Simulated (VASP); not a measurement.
A run of VASP 6.6.1:

File INCAR:

```
SYSTEM = AlN
ALGO = Normal
EDIFF = 1E-6
ENCUT = 520
GGA = PE
ISIF = 2
ISMEAR = 0
LASPH = .True.
LCHARG = .False.
LREAL = .False.
LWAVE = .False.
NBANDS = 26
NELM = 100
PREC = Accurate
SIGMA = 0.05
```

File KPOINTS:

```
k-points
0
Gamma
  8 6 4
  0 0 0
```

The input POSCAR:

```
AlN
1.0
   -1.6567491617      2.8695737234      0.0000000000
    0.0000000000      0.0000000000      4.1874629526
    4.9702474850      2.8695737234      0.0000000000
Al N
4 4
Direct
    0.3631785628      0.7500000000      0.1717612216
    0.0000000000      0.7500000000      0.6666666667
    0.0000000000      0.2500000000      0.3333333333
    0.5000000000      0.2500000000      0.8333333333
    0.5000000000      0.2500000000      0.1666666667
    0.0000000000      0.2500000000      0.6666666667
    0.0000000000      0.7500000000      0.3333333333
    0.5000000000      0.7500000000      0.8333333333
```

Potentials or basis: VASP PAW PBE potentials, release 64 (Al, N).

Run with:

```console
$ cat potpaw_PBE.64/Al/POTCAR potpaw_PBE.64/N/POTCAR > POTCAR
$ mpirun -np 1 vasp_std > vasp.out
```

Hardware: 1 thread of Intel(R) Xeon(R) 6975P-C (Granite Rapids), on a shared host.

Q: Estimate the wall time of this run.

A: Wall time 60 s on 1 thread of Intel(R) Xeon(R) 6975P-C (Granite Rapids) (shared host), peak memory 0.25 GiB. Counts: scf iterations 16, k points 72.
